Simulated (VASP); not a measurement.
# SrCl2 (I4mm) in VASP: single point with PBE

Aim: the single point of SrCl2 with PBE.

Everything below comes from runs of VASP 6.6.1. Logs are shortened: lines on timing, memory, paths and dates and some standing lists are left out, and cuts for length are marked.

## (1) The cell of the first run

The structure is tetragonal, space group I4mm (No. 107). The conventional cell has a = 4.929 Å, b = 4.929 Å, c = 6.971 Å, α = 90.00°, β = 90.00°, γ = 90.00°. Sr (site symmetry 4mm) has 8 Cl at 2.93 to 3.11 Å within 3.9 Å. Cl (site symmetry 2mm) has 4 Sr at 2.93 to 3.11 Å and 6 Cl at 3.49 Å within 3.9 Å.

## (2) Single point, PBE (one atom moved)

Contents of INCAR:

```
  PREC = Accurate
  ENCUT = 520
  EDIFF = 1E-6
  ISMEAR = 0
  SIGMA = 0.02
  LREAL = False
  LASPH = True
  NELM = 100
  ALGO = Normal
  ISIF = 2
  LWAVE = False
  LCHARG = False
  GGA = PE
  NBANDS = 19
```

Contents of KPOINTS:

```
Automatic mesh
0
Gamma
  6 6 6
```

Contents of POSCAR:

```
SrCl2
1.0
    0.0000000000      3.4855000000      3.4855000000
    3.4855000000      0.0000000000      3.4855000000
    3.4855000000      3.4855000000      0.0000000000
Sr Cl
1 2
Direct
    0.0215177163      0.0215177163     -0.0215177163
    0.2500000000      0.2500000000      0.2500000000
    0.7500000000      0.7500000000      0.7500000000
```

Potentials or basis: VASP PAW PBE potentials, release 64 (Sr_sv, Cl).

Command:

```
$ cat potpaw_PBE.64/Sr_sv/POTCAR potpaw_PBE.64/Cl/POTCAR > POTCAR
$ mpirun -np 1 vasp_std > vasp.out
```

OUTCAR:

```text
PREC = Accurate
   ENCUT = 520
   EDIFF = 1E-6
   ISMEAR = 0
   LREAL = False
   LASPH = True
   NELM = 100
   ISIF = 2
   GGA = PE

 ion  position               nearest neighbor table
   1  0.022  0.022  0.978-   2 2.93   3 2.93   3 2.93   2 2.93   3 3.11   3 3.11   2 3.11   2 3.11

   2  0.250  0.250  0.250-   1 2.93   1 2.93   1 3.11   1 3.11
   3  0.750  0.750  0.750-   1 2.93   1 2.93   1 3.11   1 3.11

  LATTYP: Found a face centered cubic cell.
 ALAT       =     6.9710000000

  Lattice vectors:

 A1 = (   0.0000000000,   3.4855000000,   3.4855000000)
 A2 = (   3.4855000000,   0.0000000000,   3.4855000000)
 A3 = (   3.4855000000,   3.4855000000,   0.0000000000)

Analysis of symmetry for initial positions (statically):
[... 5 lines left out ...]
 face centered cubic supercell.

 Subroutine GETGRP returns: Found  8 space group operations
 (whereof  8 operations were pure point group operations)
 out of a pool of 48 trial point group operations.

The static configuration has the point symmetry C_4v.

Analysis of symmetry for dynamics (positions and initial velocities):
[... 5 lines left out ...]
 face centered cubic supercell.

 Subroutine GETGRP returns: Found  8 space group operations
 (whereof  8 operations were pure point group operations)
 out of a pool of 48 trial point group operations.

The dynamic configuration has the point symmetry C_4v.

 Subroutine INISYM returns: Found  8 space group operations
 (whereof  8 operations are pure point group operations),
 and found     1 'primitive' translations

----------------------------------------------------------------------------------------

                                     Primitive cell

  volume of cell :      84.6887

  direct lattice vectors                    reciprocal lattice vectors
     0.000000000  3.485500000  3.485500000    -0.143451442  0.143451442  0.143451442
     3.485500000  0.000000000  3.485500000     0.143451442 -0.143451442  0.143451442
     3.485500000  3.485500000  0.000000000     0.143451442  0.143451442 -0.143451442

  length of vectors
     4.929241372  4.929241372  4.929241372     0.248465185  0.248465185  0.248465185

  position of ions in fractional coordinates (direct lattice)
     0.021517716  0.021517716  0.978482284
     0.250000000  0.250000000  0.250000000
     0.750000000  0.750000000  0.750000000

  ion indices of the primitive-cell ions
   primitive index   ion index
                 1           1
                 2           2
                 3           3

----------------------------------------------------------------------------------------

 KPOINTS: Automatic mesh

Automatic generation of k-mesh.
 Grid dimensions read from file:
 generate k-points for:    6    6    6

 Generating k-lattice:

  Cartesian coordinates                     Fractional coordinates (reciprocal lattice)
    -0.023908574  0.023908574  0.023908574     0.166666667  0.000000000  0.000000000
     0.023908574 -0.023908574  0.023908574     0.000000000  0.166666667  0.000000000
     0.023908574  0.023908574 -0.023908574     0.000000000  0.000000000  0.166666667

  Length of vectors
     0.041410864  0.041410864  0.041410864

  Shift w.r.t. Gamma in fractional coordinates (k-lattice)
     0.000000000  0.000000000  0.000000000

 Subroutine IBZKPT returns following result:
 ===========================================

 Found     30 irreducible k-points:

 Following reciprocal coordinates:
            Coordinates               Weight
  0.000000  0.000000  0.000000      1.000000
  0.166667  0.000000  0.000000      8.000000
  0.333333  0.000000  0.000000      8.000000
  0.500000  0.000000  0.000000      4.000000
  0.166667  0.166667  0.000000      2.000000
  0.000000  0.166667  0.166667      4.000000
[... 16 lines left out ...]
  0.500000  0.333333  0.166667      8.000000
  0.166667  0.500000  0.333333      8.000000
 [... further k-points ...]
   k-points           NKPTS =     30   k-points in BZ     NKDIM =     30   number of bands    NBANDS=     19
   number of dos      NEDOS =    301   number of ions     NIONS =      3
   total plane-waves  NPLWV =  64000
   dimension x,y,z NGX =    40 NGY =   40 NGZ =   40
   dimension x,y,z NGXF=    80 NGYF=   80 NGZF=   80
   ions per type =               1   2
   NGX,Y,Z   is equivalent  to a cutoff of  13.49, 13.49, 13.49 a.u.
   NGXF,Y,Z  is equivalent  to a cutoff of  26.98, 26.98, 26.98 a.u.
 SYSTEM =  unknown system
   PREC   = accura    normal or accurate (medium, high low for compatibility)
   ISTART =      0    job   : 0-new  1-cont  2-samecut
   ICHARG =      2    charge: 1-file 2-atom 10-const
   ISPIN  =      1    spin polarized calculation?
   LNONCOLLINEAR =      F non collinear calculations
   LSORBIT =      F    spin-orbit coupling
   LASPH  =      T    aspherical Exc in radial PAW
   ENCUT  =  520.0 eV  38.22 Ry    6.18 a.u.   9.17  9.17  9.17*2*pi/ulx,y,z
   NELM   =    100;   NELMIN=  2; NELMDL= -5     # of ELM steps
   EDIFF  = 0.1E-05   stopping-criterion for ELM
   LREAL  =      F    real-space projection
   EDIFFG = 0.1E-04   stopping-criterion for IOM
   NSW    =      0    number of steps for IOM
   IBRION =     -1    ionic relax: 0-MD 1-quasi-New 2-CG
   NFREE  =      0    steps in history (QN), initial steepest desc. (CG)
   ISIF   =      2    stress and relaxation
   ISYM   =      2    0-nonsym 1-usesym 2-fastsym
   POTIM  = 0.5000    time-step for ionic-motion
   TEBEG  =    0.0;   TEEND  =   0.0 temperature during run
   PSTRESS=    0.0 pullay stress
   NELECT =      24.0000    total number of electrons
   NUPDOWN=      -1.0000    fix difference up-down
   EMIN   =  10.00;   EMAX   =-10.00  energy-range for DOS
   EFERMI =   0.00;   METHOD = LEGACY
   ISMEAR =     0;   SIGMA  =   0.02  broadening in eV -4-tet -1-fermi 0-gaus
   EFERMI_NEDOS =   21; number of points for ismear=-14 and -15
   IALGO  =     38    algorithm
   IMIX   =      4    mixing-type and parameters
     AMIX     =   0.40;   BMIX     =  1.00
     AMIX_MAG =   1.60;   BMIX_MAG =  1.00
  volume/ion in A,a.u.               =      28.23       190.50
  Fermi-wavevector in a.u.,A,eV,Ry     =   1.075318  2.032056 15.732530  1.156308
  Thomas-Fermi vector in A             =   2.211171
   LORBIT       =      0    0 simple, 1 ext, 2 COOP (PROOUT), +10 PAW based schemes
   GGA     = PE    functional components
   LHFCALC =     F    Hartree Fock is set to
   AEXX    =    0.0000 exact exchange contribution
   IVDW    =     0    specifies the selected vdW correction
   LEPSILON=     F    determine dielectric tensor
   LRPA    =     F    only Hartree local field effects (RPA)
 non-spin polarized calculation
 Gauss-broadening in eV      SIGMA  =   0.02
  energy-cutoff  :      520.00
  volume of cell :       84.69
 maximum number of plane-waves:      2301
 NGX is ok and might be reduce to    40
   NGX = 19   NGY = 19   NGZ = 19

 number of electron      24.0000003 magnetization

 Free energy of the ion-electron system (eV)
  ---------------------------------------------------
  ext. energy  EPLUGINS =         0.00000000
  ---------------------------------------------------
  free energy    TOTEN  =       -12.74960873 eV

  energy without entropy =      -12.74960873  energy(sigma->0) =      -12.74960873

 E-fermi :   0.3725     XC(G=0):  -8.2900

 val. band max:        0.1850217537   @ k =   0.0000   0.5000   0.5000
 cond. band min:       5.5098866915   @ k =   0.0000   0.0000   0.0000
 fundamental gap:      5.3248649378
 Fermi energy:         0.3724828529

 k-point     1 :       0.0000    0.0000    0.0000
  band No.  band energies     occupation
      1     -32.6949      2.00000
      2     -14.7042      2.00000
      3     -14.6933      2.00000
      4     -14.6933      2.00000
      5     -13.1384      2.00000
      6     -12.3014      2.00000
[... 11 lines left out ...]
     18       9.2284      0.00000
     19       9.5186      0.00000

 k-point     2 :       0.1667    0.0000    0.0000
  band No.  band energies     occupation
      1     -32.6941      2.00000
      2     -14.7918      2.00000
      3     -14.7006      2.00000
      4     -14.6968      2.00000
      5     -12.9866      2.00000
      6     -12.3545      2.00000
[... 11 lines left out ...]
     18       8.9496      0.00000
     19       9.8838      0.00000

 k-point     3 :       0.3333    0.0000    0.0000
  band No.  band energies     occupation
      1     -32.6925      2.00000
      2     -14.9332      2.00000
      3     -14.7113      2.00000
      4     -14.7037      2.00000
      5     -12.7719      2.00000
      6     -12.4001      2.00000
[... 11 lines left out ...]
     18       8.7931      0.00000
     19       9.3246      0.00000

 k-point     4 :       0.5000    0.0000    0.0000
  band No.  band energies     occupation
      1     -32.6916      2.00000
      2     -14.9914      2.00000
      3     -14.7168      2.00000
      4     -14.7071      2.00000
      5     -12.7399      2.00000
      6     -12.3552      2.00000
[... 11 lines left out ...]
     18       8.8172      0.00000
     19       8.9438      0.00000

 k-point     5 :       0.1667    0.1667    0.0000
  band No.  band energies     occupation
      1     -32.6938      2.00000
      2     -14.8123      2.00000
      3     -14.7016      2.00000
      4     -14.7016      2.00000
      5     -12.9343      2.00000
      6     -12.3814      2.00000
[... 11 lines left out ...]
     18       8.9772      0.00000
     19       9.1693      0.00000
[... 334 lines left out ...]
      2     -15.0478      2.00000
      3     -14.7265      2.00000
      4     -14.7265      2.00000
      5     -12.6051      2.00000
      6     -12.3832      2.00000
[... 11 lines left out ...]
     18       8.8622      0.00000
     19      10.1273      0.00000

 k-point    22 :       0.0000    0.5000    0.5000
  band No.  band energies     occupation
      1     -32.6905      2.00000
      2     -15.0565      2.00000
      3     -14.7439      2.00000
      4     -14.7286      2.00000
      5     -12.5773      2.00000
      6     -12.3680      2.00000
[... 11 lines left out ...]
     18       8.9428      0.00000
     19      10.0632      0.00000

 k-point    23 :       0.5000    0.3333    0.1667
  band No.  band energies     occupation
      1     -32.6914      2.00000
      2     -14.9468      2.00000
      3     -14.7894      2.00000
      4     -14.7162      2.00000
      5     -12.5523      2.00000
      6     -12.4993      2.00000
[... 11 lines left out ...]
     18       8.8920      0.00000
     19      10.0036      0.00000

 k-point    24 :       0.1667    0.5000    0.3333
  band No.  band energies     occupation
      1     -32.6913      2.00000
      2     -14.9513      2.00000
      3     -14.7974      2.00000
      4     -14.7177      2.00000
      5     -12.5442      2.00000
      6     -12.4860      2.00000
[... 11 lines left out ...]
     18       8.8491      0.00000
     19       9.9429      0.00000

 [... further k-points ...]
[... 5 lines left out ...]
  --------------------------------------------------------------------------------------
  -------------------------------------------------------------------------------------
  Total        0.7896036      0.7896036      0.7072897      0.0000000      0.0000000     -0.0000000
  in kB       14.9380693     14.9380693     13.3808180      0.0000000      0.0000000     -0.0000000
  external PRESSURE =      14.4189856 kB  Pullay stress =       0.0000000 kB

 VOLUME and BASIS-vectors are now :
 -----------------------------------------------------------------------------
  energy-cutoff  :      520.00
  volume of cell :       84.69
      direct lattice vectors                 reciprocal lattice vectors
     0.000000000  3.485500000  3.485500000    -0.143451442  0.143451442  0.143451442
     3.485500000  0.000000000  3.485500000     0.143451442 -0.143451442  0.143451442
     3.485500000  3.485500000  0.000000000     0.143451442  0.143451442 -0.143451442

 POSITION                                       TOTAL-FORCE (eV/Angst)
 -----------------------------------------------------------------------------------
      3.48550      3.48550      0.15000         0.000000      0.000000     -0.417293
      1.74275      1.74275      1.74275         0.000000      0.000000      0.208647
      5.22825      5.22825      5.22825         0.000000      0.000000      0.208647
 -----------------------------------------------------------------------------------
    total drift:                               -0.000000     -0.000000      0.000110

  FREE ENERGIE OF THE ION-ELECTRON SYSTEM (eV)
  ---------------------------------------------------
  free  energy   TOTEN  =       -12.7496087308 eV

  energy  without entropy=      -12.7496087308  energy(sigma->0) =      -12.74960873
```

Run time: 99 s. Hardware: 1 thread of Intel Xeon 8259CL, shared host; peak memory 0.25 GiB.

Results:

```
Free energy            : -12.7496 eV
Pressure               : 1.4 GPa
Largest force          : 0.417 eV/Å
Band gap on the k mesh : 5.32 eV, indirect (least direct gap 5.50 eV)
```

Forces in eV/Å, atoms in the order of the input:
```
Sr   0.000  0.000 -0.417
Cl   0.000  0.000  0.209
Cl   0.000  0.000  0.209
```

Caveat: the cell differs from its parent crystal (one atom moved). A k mesh can miss the band edges.
